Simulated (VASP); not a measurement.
**Au: single point with PBE**

System: Au, a slab with vacuum.

```
CELL_PARAMETERS angstrom
2.94022 0.00000 0.00000
0.00000 4.15809 0.00000
0.00000 0.00000 30.82065
ATOMIC_POSITIONS crystal
Au 0.50000 0.50000 0.35690
Au 0.00000 0.00000 0.40460
Au 0.50000 0.50000 0.45230
Au 0.00000 0.00000 0.50000
Au 0.50000 0.50000 0.54770
Au 0.00000 0.00000 0.59540
Au 0.50000 0.50000 0.64310
```

```
Program             : VASP 6.6.1
Task                : single point
Functional          : PBE
Potentials or basis : VASP PAW PBE potentials, release 64 (Au)
Cutoff              : 520 eV
k mesh              : 12 × 8 × 1
Occupations         : gaussian, width 0.1 eV
Spin                : no spin polarisation
```

The largest force is 0.431 eV/Å and the band gap on the k mesh is zero (an odd number of electrons rules out a gap without spin polarisation).

Forces in eV/Å, atoms in the order of the input:
```
Au   0.000  0.000  0.427
Au   0.000  0.000 -0.431
Au   0.000  0.000  0.044
Au   0.000  0.000  0.000
Au   0.000  0.000 -0.044
Au   0.000  0.000  0.431
Au   0.000  0.000 -0.427
```

Levels at points of the mesh, in eV from the Fermi level:
| k point | band 36 | band 37 | band 38 | band 39 | band 40 | band 41 | band 42 | band 43 |
| --- | --- | --- | --- | --- | --- | --- | --- | --- |
| (0.00, 0.00, 0.00) | -1.89 | -1.72 | -1.59 | -1.12 | 0.39 | 2.11 | 2.37 | 4.06 |
| (0.50, 0.00, 0.00) | -0.16 | -0.12 | 0.26 | 0.32 | 0.83 | 1.20 | 1.72 | 3.56 |
| (0.00, 0.50, 0.00) | -1.85 | -1.80 | -1.77 | -1.76 | -1.44 | -0.71 | 0.10 | 0.78 |
| (0.50, 0.50, 0.00) | 0.23 | 0.33 | 1.99 | 2.23 | 2.86 | 2.87 | 3.01 | 3.14 |

Run time: 16 min on 1 thread of Oxide Virtual Turin-like Processor (shared host), peak memory 0.68 GiB.

Caveat: spin-orbit coupling is left out, which moves the levels of the heavy elements.
